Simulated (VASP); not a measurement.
Be2SbCl: relaxation of cell and atoms with PBE

Be2SbCl:

```
CELL_PARAMETERS angstrom
2.56531 -2.96038 0.00000
2.56531 2.96038 0.00000
0.00000 0.00000 5.54571
ATOMIC_POSITIONS crystal
Be 0.50000 0.50000 0.66939
Be 0.50000 0.50000 0.33061
Sb 0.50000 0.50000 0.00000
Cl 0.00000 0.00000 0.50000
```

The cell was built from a structure type or drawn by symmetry, and may not be a known phase.

| Quantity | Value |
| --- | --- |
| Program | VASP 6.6.1 |
| Task | relaxation of cell and atoms |
| Functional | PBE |
| Potentials or basis | VASP PAW PBE potentials, release 64 (Be, Sb, Cl) |
| Cutoff | 600 eV |
| k mesh | 4 × 4 × 4 |
| Occupations | gaussian, width 0.1 eV |
| Spin | no spin polarisation |
| Dipole correction | no |
| Further INCAR settings | ALGO = Normal; EDIFF = 1e-06; IBRION = 2; EDIFFG = -0.04; NSW = 90; ISIF = 3 |

The relaxed volume is 20.29 Å³/atom. The relaxed cell is a = 3.503 Å, b = 3.503 Å, c = 6.662 Å, α = 90.00°, β = 90.00°, γ = 96.94° and the space group after relaxing (to 0.1 Å) is Cmmm (No. 65). The energy gained by relaxing is 1029.9 meV/atom, the ionic steps are 16 and the pressure after relaxing is 0.0 GPa. The largest force after relaxing is 0.032 eV/Å and the band gap on the k mesh is zero (bands 8 and 9 overlap by 3.80 eV).

Forces on the atoms (eV/Å):
```
Be   0.000  0.000  0.032
Be   0.000  0.000 -0.032
Sb   0.000  0.000  0.000
Cl   0.000  0.000  0.000
```

Stress tensor (GPa, compression positive):
```
 0.23  0.00  0.00
 0.00 -0.19  0.00
 0.00  0.00 -0.16
```

The path:
| step | energy change (eV) | largest force (eV/Å) | pressure (GPa) | volume (Å³) |
| --- | --- | --- | --- | --- |
| 1 | 0.0000 | 7.6856 | 21.14 | 84.23 |
| 2 | -1.1471 | 5.5776 | -2.35 | 114.94 |
| 3 | -1.7505 | 5.2464 | -2.86 | 110.86 |
| 4 | -2.2850 | 4.9474 | -3.06 | 107.13 |
| 5 | -3.2599 | 4.1985 | -0.94 | 96.10 |
| 6 | -3.7397 | 0.3004 | -5.83 | 97.31 |
| 7 | -3.8466 | 0.4616 | -4.89 | 97.02 |
| 8 | -3.8468 | 0.5258 | -4.81 | 97.00 |
| 9 | -4.0456 | 0.0021 | -2.29 | 89.07 |
| 10 | -4.0745 | 0.2447 | -0.72 | 85.47 |
| 11 | -4.0749 | 0.2772 | -0.51 | 85.04 |
| 12 | -4.1039 | 0.1271 | -0.26 | 82.94 |
| 13 | -4.1065 | 0.0738 | -0.13 | 82.15 |
| 14 | -4.1113 | 0.0123 | 0.01 | 81.75 |
| 15 | -4.1162 | 0.1185 | 0.31 | 80.94 |
| 16 | -4.1195 | 0.0319 | -0.04 | 81.17 |

Final structure:
```cif
data_structure
_symmetry_space_group_name_H-M 'P 1'
_symmetry_Int_Tables_number 1
_cell_length_a 3.5032
_cell_length_b 3.5032
_cell_length_c 6.6624
_cell_angle_alpha 90.000
_cell_angle_beta 90.000
_cell_angle_gamma 96.936
_cell_volume 81.17
loop_
_atom_site_label
_atom_site_type_symbol
_atom_site_fract_x
_atom_site_fract_y
_atom_site_fract_z
_atom_site_occupancy
Be1 Be 0.50000 0.50000 0.65192 1
Be2 Be 0.50000 0.50000 0.34808 1
Sb1 Sb 0.50000 0.50000 0.00000 1
Cl1 Cl 0.00000 0.00000 0.50000 1
```

Levels at points of the mesh, in eV from the Fermi level:
```csv
k point,band 4,band 5,band 6,band 7,band 8,band 9,band 10,band 11,band 12
"(0.00, 0.00, 0.00)",-5.03,-4.02,-2.64,-2.12,2.31,2.46,2.84,4.68,5.85
"(0.50, 0.00, 0.00)",-5.09,-3.96,-3.63,-3.24,1.61,2.03,2.53,3.29,4.20
"(0.50, 0.50, 0.00)",-6.51,-4.47,-2.41,-2.36,-2.15,-1.27,1.25,1.79,3.82
"(0.00, 0.00, 0.50)",-5.02,-4.53,-4.01,-1.53,1.94,2.48,2.79,4.65,7.11
"(0.50, 0.00, 0.50)",-5.35,-3.96,-2.91,-2.55,0.58,1.71,2.08,3.01,3.05
"(0.50, 0.50, 0.50)",-6.47,-4.40,-3.19,-2.53,-1.67,-1.43,3.17,3.22,4.04
```

It took 2.3 min on 1 thread of Intel(R) Xeon(R) 6975P-C (Granite Rapids) (shared host), peak memory 0.24 GiB.

Caveat: the k points lie up to 0.45 Å⁻¹ apart in the final cell, too coarse for converged energies and pressures of a metal; a cell axis changed by over 15 % at a fixed basis, so the end point is rough; spin-orbit coupling is left out, which moves the levels of the heavy elements.
